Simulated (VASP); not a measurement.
Input of a VASP 6.6.1 run:

INCAR

```
PREC = Accurate
ENCUT = 520
EDIFF = 1E-7
ISMEAR = 0
SIGMA = 0.1
LREAL = False
LASPH = True
NELM = 100
ALGO = Normal
ISIF = 2
LWAVE = False
LCHARG = False
GGA = PS
NBANDS = 10
```

Contents of KPOINTS:

```
regular mesh
0
Gamma
  15 15 16
```

The input POSCAR:

```
AlC
1.0
    3.4975692171      0.0000000000      0.0000000000
   -1.7487846085      3.0289837934      0.0000000000
    0.0000000000      0.0000000000      2.7126433764
Al C
1 1
Direct
    0.0000000000      0.0000000000      0.0000000000
    0.3333333300      0.6666666700      0.5000000000
```

Potentials or basis: VASP PAW PBE potentials, release 64 (Al, C).

Command:

```sh
$ cat potpaw_PBE.64/Al/POTCAR potpaw_PBE.64/C/POTCAR > POTCAR
$ mpirun -np 1 vasp_std > vasp.out
```

**Question.** What does it give for the pressure?

**Answer.** -31.4 GPa.

**Question.** What does it give for the band gap on the k mesh?

**Answer.** Zero (an odd number of electrons rules out a gap without spin polarisation).

Stress tensor (GPa, compression positive):
```
-31.11   0.00   0.00
  0.00 -31.11   0.00
  0.00   0.00 -31.87
```

Caveat: the cell differs from its parent crystal (Sn replaced by C, lengths x 0.855, strained); the cell stands under tension; the PAW data sets were made with another functional, which shifts forces and pressure a little.
